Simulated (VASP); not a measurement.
# Au in VASP: further runs, part 2 of 2

VASP 6.6.1. Earlier steps stand in the parts before.

### 4 Single point, LDA

Input file INCAR:

```
  ALGO = Normal
  DIPOL = 0.5 0.5 0.500
  EDIFF = 1E-7
  ENCUT = 520
  GGA = CA
  IDIPOL = 3
  ISIF = 2
  ISMEAR = -1
  LASPH = T
  LCHARG = F
  LDIPOL = T
  LREAL = F
  LWAVE = F
  NBANDS = 36
  NELM = 80
  PREC = Accurate
  SIGMA = 0.05
```

Input file KPOINTS:

```
k-points
0
Gamma
  13 13 1
```

Input file POSCAR:

```
Au
1.0
    2.8626073071      0.0000000000      0.0000000000
   -1.4313036535      2.4790906490      0.0000000000
    0.0000000000      0.0000000000     25.3492000000
Au
5
Direct
    0.8333333333      0.1666666667      0.3153937010
    0.1666666667      0.8333333333      0.4081121168
    0.5000000000      0.5000000000      0.5000000010
    0.8333333333      0.1666666667      0.5918878817
    0.1666666667      0.8333333333      0.6846062996
```

Potentials or basis: VASP PAW LDA potentials, release 64 (Au).

Run with:

```bash
cat potpaw_LDA.64/Au/POTCAR > POTCAR
mpirun -np 1 vasp_std > vasp.out
```

OUTCAR:

```text
EDIFF = 1E-7
   ENCUT = 520
   GGA = CA
   ISIF = 2
   ISMEAR = -1
   LASPH = T
   LREAL = F
   NELM = 80
   PREC = Accurate

 ion  position               nearest neighbor table
   1  0.833  0.167  0.315-   2 2.87   2 2.87   2 2.87
   2  0.167  0.833  0.408-   3 2.86   3 2.86   3 2.86   1 2.87   1 2.87   1 2.87
   3  0.500  0.500  0.500-   4 2.86   4 2.86   4 2.86   2 2.86   2 2.86   2 2.86
   4  0.833  0.167  0.592-   3 2.86   3 2.86   3 2.86   5 2.87   5 2.87   5 2.87
   5  0.167  0.833  0.685-   4 2.87   4 2.87   4 2.87

  LATTYP: Found a hexagonal cell.
 ALAT       =     2.8626073071
 C/A-ratio  =     8.8552837608

  Lattice vectors:

 A1 = (   2.8626073071,   0.0000000000,   0.0000000000)
 A2 = (  -1.4313036535,   2.4790906490,   0.0000000000)
 A3 = (   0.0000000000,   0.0000000000,  25.3492000000)

Analysis of symmetry for initial positions (statically):
=====================================================================
 Subroutine PRICEL returns:
 Original cell was already a primitive cell.

 Routine SETGRP: Setting up the symmetry group for a
 hexagonal supercell.

 Subroutine GETGRP returns: Found 12 space group operations
 (whereof  4 operations were pure point group operations)
 out of a pool of 24 trial point group operations.

The static configuration has the point symmetry C_2h.
 The point group associated with its full space group is D_3d.

Analysis of symmetry for dynamics (positions and initial velocities):
=====================================================================
 Subroutine PRICEL returns:
 Original cell was already a primitive cell.

 Routine SETGRP: Setting up the symmetry group for a
 hexagonal supercell.

 Subroutine GETGRP returns: Found 12 space group operations
 (whereof  4 operations were pure point group operations)
 out of a pool of 24 trial point group operations.

[... 125 lines left out ...]
  Fermi-wavevector in a.u.,A,eV,Ry     =   1.102866  2.084115 16.548961  1.216314
  Thomas-Fermi vector in A             =   2.239316
   LORBIT       =      0    0 simple, 1 ext, 2 COOP (PROOUT), +10 PAW based schemes
   GGA     = CA    functional components
   LHFCALC =     F    Hartree Fock is set to
   AEXX    =    0.0000 exact exchange contribution
   IVDW    =     0    specifies the selected vdW correction
   LEPSILON=     F    determine dielectric tensor
   LRPA    =     F    only Hartree local field effects (RPA)
 non-spin polarized calculation
  energy-cutoff  :      520.00
  volume of cell :      179.89
 maximum number of plane-waves:      4907
 NGX is ok and might be reduce to    24
   NGX = 11   NGY = 11   NGZ = 95

 number of electron      55.0000005 magnetization

 dipolmoment           0.000000      0.000000      0.000000 electrons x Angstroem

 Free energy of the ion-electron system (eV)
  ---------------------------------------------------
  ext. energy  EPLUGINS =         0.00000000
  ---------------------------------------------------
  free energy    TOTEN  =       -21.24868360 eV

  energy without entropy =      -21.23864738  energy(sigma->0) =      -21.24366549

 E-fermi :   1.5474     XC(G=0):  -6.7506

 val. band max:        1.4783594215   @ k =   0.4615   0.0000   0.0000
 cond. band min:       1.6174483042   @ k =   0.3846   0.0769   0.0000
 fundamental gap:      0.1390888827
 Fermi energy:         1.5473891231

 k-point     1 :       0.0000    0.0000    0.0000
  band No.  band energies     occupation
      1      -8.4281      2.00000
      2      -7.4992      2.00000
      3      -6.5363      2.00000
      4      -5.9669      2.00000
      5      -5.9165      2.00000
      6      -3.4797      2.00000
[... 808 lines left out ...]
     35       7.7978      0.00000
     36       8.2667      0.00000

------------------------ aborting loop because EDIFF is reached ----------------------------------------

 vacuum level on the upper side and lower side of the slab       (xc-potential included)        -0.008        -0.008

  FORCE on cell =-STRESS in cart. coord.  units (eV):
  Direction    XX          YY          ZZ          XY          YZ          ZX
  --------------------------------------------------------------------------------------
  -------------------------------------------------------------------------------------
  Total       -3.1915725     -3.1915725      0.1758269     -0.0000000      0.0000000     -0.0000000
  in kB      -28.4247636    -28.4247636      1.5659481     -0.0000000      0.0000000     -0.0000000
  external PRESSURE =     -18.4278597 kB  Pullay stress =       0.0000000 kB

 VOLUME and BASIS-vectors are now :
 -----------------------------------------------------------------------------
  energy-cutoff  :      520.00
  volume of cell :      179.89
      direct lattice vectors                 reciprocal lattice vectors
     2.862607307  0.000000000  0.000000000     0.349331883  0.201686857  0.000000000
    -1.431303654  2.479090649  0.000000000     0.000000000  0.403373713  0.000000000
     0.000000000  0.000000000 25.349200000     0.000000000  0.000000000  0.039448977

 POSITION                                       TOTAL-FORCE (eV/Angst)
 -----------------------------------------------------------------------------------
      2.14696      0.41318      7.99498        -0.000000      0.000000     -0.022803
     -0.71565      2.06591     10.34532         0.000000      0.000000     -0.006364
      0.71565      1.23955     12.67460        -0.000000     -0.000000      0.000000
      2.14696      0.41318     15.00388        -0.000000     -0.000000      0.006364
     -0.71565      2.06591     17.35422         0.000000     -0.000000      0.022803
 -----------------------------------------------------------------------------------
    total drift:                                0.000000     -0.000000      0.000025

  FREE ENERGIE OF THE ION-ELECTRON SYSTEM (eV)
  ---------------------------------------------------
  free  energy   TOTEN  =       -21.2486836039 eV

  energy  without entropy=      -21.2386473771  energy(sigma->0) =      -21.24366549

 vacuum level on the upper side and lower side of the slab         7.017         7.017
```

OSZICAR:

```text
N       E                     dE             d eps       ncg     rms          rms(c)
DAV:   1     0.366059918774E+03    0.36606E+03   -0.25844E+04  1520   0.134E+03
DAV:   2    -0.914584599529E+01   -0.37521E+03   -0.35389E+03  1716   0.288E+02
DAV:   3    -0.226523387858E+02   -0.13506E+02   -0.13235E+02  1724   0.526E+01
[... 12 lines left out ...]
DAV:  16    -0.212486675933E+02   -0.38346E-04   -0.73243E-06  1588   0.930E-03    0.606E-03
DAV:  17    -0.212486819751E+02   -0.14382E-04   -0.48064E-06  1576   0.109E-02    0.276E-03
DAV:  18    -0.212486831244E+02   -0.11493E-05   -0.42919E-07  1320   0.401E-03    0.123E-03
DAV:  19    -0.212486835919E+02   -0.46753E-06   -0.24584E-07  1108   0.248E-03    0.124E-03
DAV:  20    -0.212486836039E+02   -0.11975E-07   -0.70610E-08  1072   0.182E-03
   1 F= -.21248684E+02 E0= -.21243665E+02  d E =-.100362E-01
```

stdout:

```text
POSCAR found type information on POSCAR Au
 POSCAR found :  1 types and       5 ions
 scaLAPACK will be used
 LDA part: xc-table for (Slater(with rela. corr.)+CA(PZ))
 , standard interpolation
 POSCAR, INCAR and KPOINTS ok, starting setup
 FFT: planning ... GRIDC
 FFT: planning ... GRID_SOFT
 FFT: planning ... GRID
 WAVECAR not read
 entering main loop
```

Wall time 2 min (1 thread of AMD EPYC 9R45 (Zen 5), shared host); peak memory 0.27 GiB.

What came out:

| Item | Value |
| --- | --- |
| Free energy | -21.2487 eV |
| Largest force | 0.023 eV/Å |
| Band gap on the k mesh | zero (an odd number of electrons rules out a gap without spin polarisation) |

Forces on the atoms (eV/Å):
```
Au   0.000  0.000 -0.023
Au   0.000  0.000 -0.006
Au   0.000  0.000  0.000
Au   0.000  0.000  0.006
Au   0.000  0.000  0.023
```

Levels at points of the mesh, in eV from the Fermi level:
| k point | band 25 | band 26 | band 27 | band 28 | band 29 | band 30 | band 31 | band 32 |
| --- | --- | --- | --- | --- | --- | --- | --- | --- |
| (0.00, 0.00, 0.00) | -2.79 | -2.31 | -2.31 | -2.07 | -2.07 | -1.12 | -0.20 | 4.51 |

Caveat: spin-orbit coupling is left out, which moves the levels of the heavy elements.

The gap in the log of VASP goes by the Fermi energy; the results here count the filled bands.